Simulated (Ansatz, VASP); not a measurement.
# One calculation of Si, two programs

The input INCAR:

```
SYSTEM = Si
PREC = Accurate
ENCUT = 520
EDIFF = 1E-6
ISMEAR = 0
SIGMA = 0.1
LREAL = .FALSE.
LASPH = .TRUE.
NELM = 80
ALGO = Normal
ISIF = 2
LWAVE = .FALSE.
LCHARG = .FALSE.
GGA = PE
NBANDS = 13
```

KPOINTS

```
regular mesh
0
G
  4 4 4
  0 0 0
```

POSCAR

```
Si
1.0
    2.2813566500     -3.2790596300      0.0000000000
    2.2813566500      3.2790596300      0.0000000000
    0.0000000000      0.0000000000      4.1945844000
Si
3
Direct
    0.6959615300      0.3040384700      0.0000000000
    0.3040384700      0.6959615300      0.0000000000
    0.0000000000      0.0000000000      0.0000000000
```

Input for Ansatz:

```yaml
crystal:
  lattice:
    - [2.28135665, -3.27905963, 0.0]
    - [2.28135665, 3.27905963, 0.0]
    - [0.0, 0.0, 4.1945844]
  atoms:
    - { symbol: Si, position: [0.69596153, 0.30403847, 0.0] }
    - { symbol: Si, position: [0.30403847, 0.69596153, 0.0] }
    - { symbol: Si, position: [0.0, 0.0, 0.0] }
basis:
  ecutwfc: 420
kpoints:
  mp_grid: { grid: [4, 4, 4] }
hamiltonian:
  xc: pbe
scf:
  occupations: { method: gaussian, width: 0.1 }
  lower_state_search: "off"
output:
  forces: true
  stress: true
  eigenvalues: true
```

Alike in both runs: task single point; functional PBE; k mesh 4 × 4 × 4; occupations gaussian, width 0.1 eV; no spin polarisation.

|  | VASP | Ansatz |
| --- | --- | --- |
| version | VASP 6.6.1 | Ansatz 0.2.0 |
| potentials or method | VASP PAW PBE potentials, release 64 (Si), cutoff 520 eV | scalar-relativistic, plane waves, PAW |
| valence electrons in the cell | 12 | 12 |

```csv
,VASP,Ansatz,Ansatz less VASP
gap on the k mesh at the Fermi level (eV),none,none,-
pressure (GPa),19.2,19.3,+0.19
"traceless stress, the component that is largest in VASP (GPa)",35.51,35.77,+0.261
rms of the force components (eV/Å),2.471,2.490,+0.0194
```

Atom by atom the forces differ by 0.019 eV/Å (rms over components). A gap of «none» marks a metal or a gap that the smearing closes. The functional is the same, so the differences come from potentials, cutoffs and numerics.

The k mesh is coarse, so the values compare programs but aren't converged.
